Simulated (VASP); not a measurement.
Write the native input for VASP 6.6.1 that does the following.

```yaml
Task: relaxation of cell and atoms
Functional: PBE
Potentials_or_basis: VASP PAW PBE potentials, release 64 (As)
Cutoff: 600 eV
k_mesh: 15 × 15 × 15
Occupations: fermi-dirac, width 0.1 eV
Spin: no spin polarisation
Target_pressure: 30 GPa
Dipole_correction: no
Further_INCAR_settings: ALGO = Normal; EDIFF = 1e-06; IBRION = 2; EDIFFG = -0.005; NSW = 32; ISIF = 3
```

The structure of As lies in POSCAR:

```
As
1.0
    2.5291893927      0.0000000000      0.0000000000
    0.0000000000      2.5291893927      0.0000000000
    0.0000000000      0.0000000000      2.5291893927
As
1
Direct
    0.0000000000      0.0000000000      0.0000000000
```

The input as run:

INCAR

```
PREC     = Accurate       # precision mode
ENCUT    = 600            # plane-wave cutoff, eV
EDIFF    = 1E-6           # SCF threshold, eV
ISMEAR   = -1             # smearing method
SIGMA    = 0.1            # smearing width, eV
LREAL    = False          # projectors in reciprocal space
LASPH    = True           # aspherical terms in the spheres
NELM     = 60             # most SCF steps
ALGO     = Normal         # electronic algorithm
ISIF     = 3              # what is computed and relaxed
LWAVE    = False          # write WAVECAR
LCHARG   = False          # write CHGCAR
GGA      = PE             # functional
IBRION   = 2              # ionic algorithm
NSW      = 32             # ionic steps
EDIFFG   = -0.005         # ionic threshold
PSTRESS  = 300.0
```

KPOINTS

```
Automatic mesh
0
Gamma
  15 15 15
```

Potentials or basis: VASP PAW PBE potentials, release 64 (As).

Launch:

```console
$ cat potpaw_PBE.64/As/POTCAR > POTCAR
$ mpirun -np 1 vasp_std > vasp.out
```

It gave:

- Relaxed volume: 16.24 Å³/atom
- Relaxed cell: a = 2.533 Å, b = 2.533 Å, c = 2.533 Å, α = 90.00°, β = 90.00°, γ = 90.00°
- Space group after relaxing (to 0.05 Å): Pm-3m (No. 221)
- Energy change on relaxing (the enthalpy is what falls): -12.3 meV/atom
- Ionic steps: 3
- Pressure after relaxing: 30.0 GPa

Caveat: the cell is relaxed towards a set pressure, so the enthalpy falls and the energy may rise.

Wall time 25 s on 1 thread of Intel Xeon 8259CL, with other jobs on the host, peak memory 0.14 GiB.
